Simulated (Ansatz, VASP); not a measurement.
**I in VASP and in Ansatz**

```
I
1.0
     0.00000    3.59434    3.59434
     3.59434    0.00000    3.59434
     3.59434    3.59434    0.00000
I
2
Direct
  0.87500 0.87500 0.87500
  0.12500 0.12500 0.12500
```

Change from the starting cell: volume scaled by 0.76, PAW files.

Alike in both runs: task single point; functional PBE; k mesh 10 × 10 × 10; occupations fermi-dirac, width 0.1 eV; no spin polarisation.

|  | VASP | Ansatz |
| --- | --- | --- |
| version | VASP 6.6.1 | Ansatz 0.2.0 |
| potentials or method | VASP PAW PBE potentials, release 64 (I) | PAW with Ansatz's default frozen-core files, scalar-relativistic |
| plane-wave cutoff (eV) | 520 | 420 |
| valence electrons in the cell | 14 | 34 |

```csv
,VASP,Ansatz,Ansatz less VASP
pressure (GPa),5.7,5.7,+0.02
```

VASP's potentials hold 14 valence electrons a cell and Ansatz's 34, so a difference there can come from the potentials and not from the codes.

Neither program's run includes spin-orbit coupling.
